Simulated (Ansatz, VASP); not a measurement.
# One calculation of Au, two programs

File INCAR:

```
SYSTEM = Au
PREC = Accurate
ENCUT = 520
EDIFF = 1E-6
ISMEAR = -1
SIGMA = 0.05
LREAL = .FALSE.
LASPH = .TRUE.
NELM = 60
ALGO = Normal
ISIF = 2
LWAVE = .FALSE.
LCHARG = .FALSE.
GGA = PE
NBANDS = 42
```

The input KPOINTS:

```
regular mesh
0
G
  12 12 1
  0 0 0
```

Contents of POSCAR:

```
Au
1.0
    2.9400990585      0.0000000000      0.0000000000
    0.0000000000      2.9400990585      0.0000000000
    0.0000000000      0.0000000000     26.3948000000
Au
6
Direct
    0.2500000000      0.2500000000      0.3044707934
    0.7500000000      0.7500000000      0.3820706303
    0.2500000000      0.2500000000      0.4607485937
    0.7500000000      0.7500000000      0.5392514064
    0.2500000000      0.2500000000      0.6179293700
    0.7500000000      0.7500000000      0.6955292062
```

Input for Ansatz:

```yaml
crystal:
  lattice:
    - [2.9400990585, 0.0, 0.0]
    - [0.0, 2.9400990585, 0.0]
    - [0.0, 0.0, 26.3948]
  atoms:
    - { symbol: Au, position: [0.25, 0.25, 0.3044707934] }
    - { symbol: Au, position: [0.75, 0.75, 0.3820706303] }
    - { symbol: Au, position: [0.25, 0.25, 0.4607485937] }
    - { symbol: Au, position: [0.75, 0.75, 0.5392514064] }
    - { symbol: Au, position: [0.25, 0.25, 0.61792937] }
    - { symbol: Au, position: [0.75, 0.75, 0.6955292062] }
kpoints:
  mp_grid: { grid: [12, 12, 1] }
scf:
  occupations: { method: fermi_dirac, width: 0.05 }
hamiltonian:
  xc: pbe
  pseudopotentials: { kind: paw }
output:
  forces: true
  stress: true
  eigenvalues: true
  core_levels:
    shells: { Au: ["4f"] }
    counted_from: fermi_level
    add_spin: false
```

Alike in both runs: task single point; functional PBE; k mesh 12 × 12 × 1; occupations fermi-dirac, width 0.05 eV; no spin polarisation.

|  | VASP | Ansatz |
| --- | --- | --- |
| version | VASP 6.6.1 | Ansatz 0.2.0 |
| potentials or method | VASP PAW PBE potentials, release 64 (Au) | PAW with Ansatz's default frozen-core files, scalar-relativistic |
| plane-wave cutoff (eV) | 520 | 420 |
| valence electrons in the cell | 66 | 114 |

VASP gave:

| Property | Result |
| --- | --- |
| rms of the force components (eV/Å) | 0.004 |

Problem. Estimate Ansatz's values.

Solution. rms of the force components (eV/Å): 0.002.

Atom by atom the forces differ by 0.002 eV/Å (rms over components). VASP's potentials hold 66 valence electrons a cell and Ansatz's 114, so a difference there can come from the potentials and not from the codes.

Neither program's run includes spin-orbit coupling.
